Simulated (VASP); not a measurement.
Here is a VASP 6.6.1 calculation.

INCAR

```
SYSTEM = Si
  PREC = Accurate
  ENCUT = 520
  EDIFF = 1E-6
  ISMEAR = 0
  SIGMA = 0.15
  LREAL = .FALSE.
  LASPH = .TRUE.
  NELM = 100
  ALGO = Normal
  ISIF = 2
  LWAVE = .FALSE.
  LCHARG = .FALSE.
  GGA = CA
  NBANDS = 11
```

File KPOINTS:

```
Automatic mesh
0
G
  21 21 10
  0 0 0
```

Contents of POSCAR:

```
Si
1.0
    2.6655775094      0.0000000000      0.0000000000
   -1.3327887547      2.3084578389      0.0000000000
    0.0000000000      0.0000000000      4.2809558065
Si
2
Direct
    0.3333333333      0.6666666667      0.2500000000
    0.6666666667      0.3333333333      0.7500000000
```

Potentials or basis: VASP PAW LDA potentials, release 64 (Si).

Run with:

```bash
$ cat potpaw_LDA.64/Si/POTCAR > POTCAR
$ mpirun -np 1 vasp_std > vasp.out
```

(1) Predict the band gap on the k mesh.

(2) Predict the pressure.

Answers

(1) zero (band 4 reaches 19.93 eV, above the bottom of band 5 at 7.49 eV).

(2) 5.2 GPa.

Caveat: the cell differs from its parent crystal (strain +0.000 along x and y, -0.050 along z).
